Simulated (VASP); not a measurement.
# Si8C6N (a cell with a defect) in VASP: single point with PBEsol

Aim: the single point of Si8C6N (a cell with a defect) with PBEsol.

Program: VASP 6.6.1. These are calculated values, not measurements. Logs are shortened: lines on timing, memory, paths and dates and some standing lists are left out, and cuts for length are marked.

## 1. The cell of the first run

The cell holds a defect, 15 atoms: a = 6.152 Å, b = 5.328 Å, c = 5.048 Å, α = 90.00°, β = 90.00°, γ = 90.00°.

## 2. Single point, PBEsol

INCAR

```
ALGO     = Normal         # electronic algorithm
EDIFF    = 1E-6           # SCF threshold, eV
ENCUT    = 520            # plane-wave cutoff, eV
GGA      = PS             # functional
ISIF     = 2              # what is computed and relaxed
ISMEAR   = 0              # smearing method
LASPH    = T              # aspherical terms in the spheres
LCHARG   = F              # write CHGCAR
LREAL    = Auto         
LWAVE    = F              # write WAVECAR
NBANDS   = 44             # bands
NELECT   = 60.0         
NELM     = 100            # most SCF steps
PREC     = Accurate       # precision mode
SIGMA    = 0.02           # smearing width, eV
```

KPOINTS

```
k-points
0
Gamma
  2 3 3
```

POSCAR

```
Si8C6N
1.0
   -3.0760000000     -5.3277880000      0.0000000000
    4.6140000000     -2.6638940000      0.0000000000
    0.0000000000      0.0000000000      5.0480000000
Si C N
8 6 1
Direct
    0.4998241552      0.3198801693     -0.0016301506
    0.4639883100      0.6550281842      0.4891711569
    0.2557088086      0.8193778273     -0.0144391838
    0.2407655183      0.1819405579      0.5117814976
   -0.0047941208      0.3263459654      0.0115249604
    0.0240703797      0.6712549822      0.5270208003
    0.7594647885      0.8305092521      0.0175778526
    0.7641129170      0.1710373499      0.5086691759
    0.4996409759      0.3037680195      0.3735348653
    0.5061846917      0.6581343979      0.8779593899
    0.2447938333      0.1570660666      0.8846757132
   -0.0006295562      0.3583330050      0.3832234548
   -0.0013843613      0.6568105125      0.8912119651
    0.7498961578      0.1567747250      0.8805762678
   -0.1239968213      0.8956661850      0.3585566561
```

Potentials or basis: VASP PAW PBE potentials, release 64 (Si, C, N).

Command:

```sh
$ cat potpaw_PBE.64/Si/POTCAR potpaw_PBE.64/C/POTCAR potpaw_PBE.64/N/POTCAR > POTCAR
$ mpirun -np 1 vasp_std > vasp.out
```

OUTCAR:

```text
EDIFF = 1E-6
   ENCUT = 520
   GGA = PS
   ISIF = 2
   ISMEAR = 0
   LASPH = T
   LREAL = Auto
   NELECT = 60.0
   NELM = 100
   PREC = Accurate

 ion  position               nearest neighbor table
   1  0.500  0.320  0.998-  14 1.86  11 1.88   9 1.90  10 1.90   4 3.02   5 3.05   3 3.06   7 3.06
                             3 3.06   2 3.06   8 3.06   5 3.11   4 3.13   2 3.14   8 3.15
   2  0.464  0.655  0.489-   9 1.97  10 1.98   6 2.71   4 2.87   3 2.95   3 2.98   1 3.06   4 3.13
                             1 3.14   7 3.14
   3  0.256  0.819  0.986-  10 1.85  13 1.87  11 1.87   6 2.83   2 2.95   2 2.98   1 3.06   7 3.06
                             1 3.06   4 3.08   5 3.08   7 3.10   5 3.14
   4  0.241  0.182  0.512-   9 1.86  12 1.87  11 1.89   2 2.87   6 2.93   8 2.93   1 3.02   6 3.03
                             5 3.04   5 3.04   3 3.08   2 3.13   1 3.13
   5  0.995  0.326  0.012-  13 1.86  14 1.88  12 1.88  11 1.89   8 3.00   7 3.01   8 3.02   4 3.04
                             4 3.04   1 3.05   7 3.05   6 3.06   3 3.08   1 3.11   3 3.14
   6  0.024  0.671  0.527-  15 1.73  12 1.82  13 1.85   2 2.71   3 2.83   4 2.93   4 3.03   5 3.06
                             7 3.08   8 3.11   8 3.11
   7  0.759  0.831  0.018-  13 1.85  14 1.87  15 1.90  10 1.94   5 3.01   5 3.05   3 3.06   1 3.06
                             8 3.07   6 3.08   3 3.10   2 3.14   8 3.15
   8  0.764  0.171  0.509-  15 1.79  12 1.87  14 1.88   9 1.90   4 2.93   5 3.00   5 3.02   1 3.06
                             7 3.07   6 3.11   6 3.11   7 3.15   1 3.15
   9  0.500  0.304  0.374-   4 1.86   1 1.90   8 1.90   2 1.97
  10  0.506  0.658  0.878-   3 1.85   1 1.90   7 1.94   2 1.98
  11  0.245  0.157  0.885-   3 1.87   1 1.88   4 1.89   5 1.89
  12  0.999  0.358  0.383-   6 1.82   8 1.87   4 1.87   5 1.88
  13  0.999  0.657  0.891-   6 1.85   7 1.85   5 1.86   3 1.87
  14  0.750  0.157  0.881-   1 1.86   7 1.87   5 1.88   8 1.88
  15  0.876  0.896  0.359-   6 1.73   8 1.79   7 1.90

  LATTYP: Found a simple orthorhombic cell.
 ALAT       =     5.0480000000
 B/A-ratio  =     1.0554255573
 C/A-ratio  =     1.2187004267

  Lattice vectors:

 A1 = (   0.0000000000,   0.0000000000,  -5.0480000000)
 A2 = (   4.6140000000,  -2.6638940000,   0.0000000000)
 A3 = (  -3.0760000000,  -5.3277880000,   0.0000000000)

Analysis of symmetry for initial positions (statically):
=====================================================================
 Subroutine PRICEL returns:
 Original cell was already a primitive cell.

 Routine SETGRP: Setting up the symmetry group for a
 simple orthorhombic supercell.

 Subroutine GETGRP returns: Found  1 space group operations
 (whereof  1 operations were pure point group operations)
 out of a pool of  8 trial point group operations.

The static configuration has the point symmetry C_1 .

Analysis of symmetry for dynamics (positions and initial velocities):
=====================================================================
 Subroutine PRICEL returns:
 Original cell was already a primitive cell.

 Routine SETGRP: Setting up the symmetry group for a
 simple orthorhombic supercell.

 Subroutine GETGRP returns: Found  1 space group operations
 (whereof  1 operations were pure point group operations)
 out of a pool of  8 trial point group operations.

The dynamic configuration has the point symmetry C_1 .

 Subroutine INISYM returns: Found  1 space group operations
 (whereof  1 operations are pure point group operations),
 and found     1 'primitive' translations

----------------------------------------------------------------------------------------

                                     Primitive cell

  volume of cell :     165.4560

  direct lattice vectors                    reciprocal lattice vectors
    -3.076000000 -5.327788000  0.000000000    -0.081274382 -0.140771367  0.000000000
     4.614000000 -2.663894000  0.000000000     0.162548765 -0.093847578  0.000000000
     0.000000000  0.000000000  5.048000000     0.000000000  0.000000000  0.198098257

  length of vectors
     6.151999754  5.327788213  5.048000000     0.162548771  0.187695149  0.198098257

  position of ions in fractional coordinates (direct lattice)
     0.499824155  0.319880169  0.998369849
     0.463988310  0.655028184  0.489171157
     0.255708809  0.819377827  0.985560816
     0.240765518  0.181940558  0.511781498
[... 49 lines left out ...]
     0.000000000  0.000000000  0.000000000

 Subroutine IBZKPT returns following result:
 ===========================================

 Found     10 irreducible k-points:

 Following reciprocal coordinates:
            Coordinates               Weight
  0.000000  0.000000  0.000000      1.000000
  0.500000  0.000000  0.000000      1.000000
 -0.000000  0.333333  0.000000      2.000000
  0.500000  0.333333  0.000000      2.000000
  0.000000  0.000000  0.333333      2.000000
  0.500000  0.000000  0.333333      2.000000
 -0.000000  0.333333  0.333333      2.000000
  0.000000 -0.333333  0.333333      2.000000
  0.500000  0.333333  0.333333      2.000000
  0.500000 -0.333333  0.333333      2.000000
   k-points           NKPTS =     10   k-points in BZ     NKDIM =     10   number of bands    NBANDS=     44
   number of dos      NEDOS =    301   number of ions     NIONS =     15
   total plane-waves  NPLWV =  76800
   dimension x,y,z NGX =    48 NGY =   40 NGZ =   40
   dimension x,y,z NGXF=    96 NGYF=   80 NGZF=   80
   ions per type =               8   6   1
   NGX,Y,Z   is equivalent  to a cutoff of  12.97, 12.48, 13.17 a.u.
   NGXF,Y,Z  is equivalent  to a cutoff of  25.94, 24.96, 26.35 a.u.
 SYSTEM =  unknown system
   PREC   = accura    normal or accurate (medium, high low for compatibility)
   ISTART =      0    job   : 0-new  1-cont  2-samecut
   ICHARG =      2    charge: 1-file 2-atom 10-const
   ISPIN  =      1    spin polarized calculation?
   LNONCOLLINEAR =      F non collinear calculations
   LSORBIT =      F    spin-orbit coupling
   LASPH  =      T    aspherical Exc in radial PAW
   ENCUT  =  520.0 eV  38.22 Ry    6.18 a.u.  11.44  9.91  9.39*2*pi/ulx,y,z
   NELM   =    100;   NELMIN=  2; NELMDL= -5     # of ELM steps
   EDIFF  = 0.1E-05   stopping-criterion for ELM
   LREAL  =      T    real-space projection
   EDIFFG = 0.1E-04   stopping-criterion for IOM
   NSW    =      0    number of steps for IOM
   IBRION =     -1    ionic relax: 0-MD 1-quasi-New 2-CG
   NFREE  =      0    steps in history (QN), initial steepest desc. (CG)
   ISIF   =      2    stress and relaxation
   ISYM   =      2    0-nonsym 1-usesym 2-fastsym
   POTIM  = 0.5000    time-step for ionic-motion
   TEBEG  =    0.0;   TEEND  =   0.0 temperature during run
   PSTRESS=    0.0 pullay stress
   NELECT =      60.0000    total number of electrons
   NUPDOWN=      -1.0000    fix difference up-down
   EMIN   =  10.00;   EMAX   =-10.00  energy-range for DOS
   EFERMI =   0.00;   METHOD = LEGACY
   ISMEAR =     0;   SIGMA  =   0.02  broadening in eV -4-tet -1-fermi 0-gaus
   EFERMI_NEDOS =   21; number of points for ismear=-14 and -15
   IALGO  =     38    algorithm
   IMIX   =      4    mixing-type and parameters
     AMIX     =   0.40;   BMIX     =  1.00
     AMIX_MAG =   1.60;   BMIX_MAG =  1.00
  volume/ion in A,a.u.               =      11.03        74.44
  Fermi-wavevector in a.u.,A,eV,Ry     =   1.167431  2.206124 18.543299  1.362894
  Thomas-Fermi vector in A             =   2.303931
   LORBIT       =      0    0 simple, 1 ext, 2 COOP (PROOUT), +10 PAW based schemes
   GGA     = PS    functional components
   LHFCALC =     F    Hartree Fock is set to
   AEXX    =    0.0000 exact exchange contribution
   IVDW    =     0    specifies the selected vdW correction
   LEPSILON=     F    determine dielectric tensor
   LRPA    =     F    only Hartree local field effects (RPA)
 non-spin polarized calculation
 Gauss-broadening in eV      SIGMA  =   0.02
  energy-cutoff  :      520.00
  volume of cell :      165.46
 maximum number of plane-waves:      4468
 NGX is ok and might be reduce to    48
   NGX = 23   NGY = 19   NGZ = 19

 number of electron      59.9999999 magnetization

 Free energy of the ion-electron system (eV)
  ---------------------------------------------------
  ext. energy  EPLUGINS =         0.00000000
  ---------------------------------------------------
  free energy    TOTEN  =      -121.64160801 eV

  energy without entropy =     -121.64160801  energy(sigma->0) =     -121.64160801

 E-fermi :   8.5819     XC(G=0): -11.2353

 val. band max:        8.4586057263   @ k =   0.0000   0.0000   0.3333
 cond. band min:       9.1242675847   @ k =   0.5000   0.0000   0.3333
 fundamental gap:      0.6656618584
 Fermi energy:         8.5819410764

 k-point     1 :       0.0000    0.0000    0.0000
  band No.  band energies     occupation
      1      -8.4689      2.00000
      2      -6.4263      2.00000
      3      -4.6165      2.00000
      4      -4.4070      2.00000
      5      -3.9168      2.00000
      6      -3.4884      2.00000
[... 439 lines left out ...]
     41      13.9986      0.00000
     42      14.3659      0.00000
 [bands above 42 left out]

------------------------ aborting loop because EDIFF is reached ----------------------------------------

  FORCE on cell =-STRESS in cart. coord.  units (eV):
  Direction    XX          YY          ZZ          XY          YZ          ZX
  --------------------------------------------------------------------------------------
  -------------------------------------------------------------------------------------
  Total      -11.8999983    -10.1478078    -15.3214821     -3.1311615      2.6524087      2.9407823
  in kB     -115.2324702    -98.2653056   -148.3640746    -30.3202968     25.6843404     28.4767784
  external PRESSURE =    -120.6206168 kB  Pullay stress =       0.0000000 kB

 VOLUME and BASIS-vectors are now :
 -----------------------------------------------------------------------------
  energy-cutoff  :      520.00
  volume of cell :      165.46
      direct lattice vectors                 reciprocal lattice vectors
    -3.076000000 -5.327788000  0.000000000    -0.081274382 -0.140771367  0.000000000
     4.614000000 -2.663894000  0.000000000     0.162548765 -0.093847578  0.000000000
     0.000000000  0.000000000  5.048000000     0.000000000  0.000000000  0.198098257

 POSITION                                       TOTAL-FORCE (eV/Angst)
 -----------------------------------------------------------------------------------
     -0.06153     -3.51508      5.03977         0.004791     -0.133895      0.064552
      1.59507     -4.21696      2.46934         0.311680      0.279422      0.323691
      2.99405     -3.54510      4.97511        -0.012300     -0.092087     -0.130134
      0.09888     -1.76742      2.58347        -0.080134     -0.387424      0.053640
     -1.55549     -6.17160      0.05818         0.006151     -0.062993     -0.044023
      3.02313     -1.91639      2.66040        -0.235829     -0.412846     -0.205109
      1.49586     -6.25866      0.08873        -0.037664     -0.402143      0.240179
     -1.56125     -4.52666      2.56776         0.061702      0.065726      0.023649
     -0.13531     -3.47119      1.88560         0.122223     -0.216468      0.048596
      1.47961     -4.45004      4.43194        -0.027053     -0.240752      0.283986
     -0.02828     -1.72262      4.46584         0.010961     -0.114271      0.029741
     -1.42072     -6.27900      1.93451        -0.340531      0.075470      0.003345
     -0.04122     -7.07009      4.49884        -0.035779     -0.087955     -0.124770
     -1.58332     -4.41292      4.44515         0.020109     -0.081291     -0.036132
      1.43802     -7.05312      1.80999         0.231672      1.811507     -0.531211
 -----------------------------------------------------------------------------------
    total drift:                                0.002678     -0.004050     -0.008891

  FREE ENERGIE OF THE ION-ELECTRON SYSTEM (eV)
  ---------------------------------------------------
  free  energy   TOTEN  =      -121.6416080132 eV

  energy  without entropy=     -121.6416080132  energy(sigma->0) =     -121.64160801
```

Run time: 2.5 min. Hardware: 1 thread of Intel Xeon 8259CL, shared host; peak memory 0.28 GiB.

What came out:

| Property | Result |
| --- | --- |
| Free energy | -121.6416 eV |
| Largest force | 1.902 eV/Å |

Forces in eV/Å, atoms in the order of the input:
```
Si   0.005 -0.134  0.065
Si   0.312  0.279  0.324
Si  -0.012 -0.092 -0.130
Si  -0.080 -0.387  0.054
Si   0.006 -0.063 -0.044
Si  -0.236 -0.413 -0.205
Si  -0.038 -0.402  0.240
Si   0.062  0.066  0.024
C    0.122 -0.216  0.049
C   -0.027 -0.241  0.284
C    0.011 -0.114  0.030
C   -0.341  0.075  0.003
C   -0.036 -0.088 -0.125
C    0.020 -0.081 -0.036
N    0.232  1.812 -0.531
```

Caveat: the k points lie up to 0.51 Å⁻¹ apart; the cell carries a net charge on a neutralising background, which shifts energy and pressure; the cell is charged against a uniform background, so pressure and absolute levels hang on convention; the PAW data sets were made with another functional, which shifts forces and pressure a little.
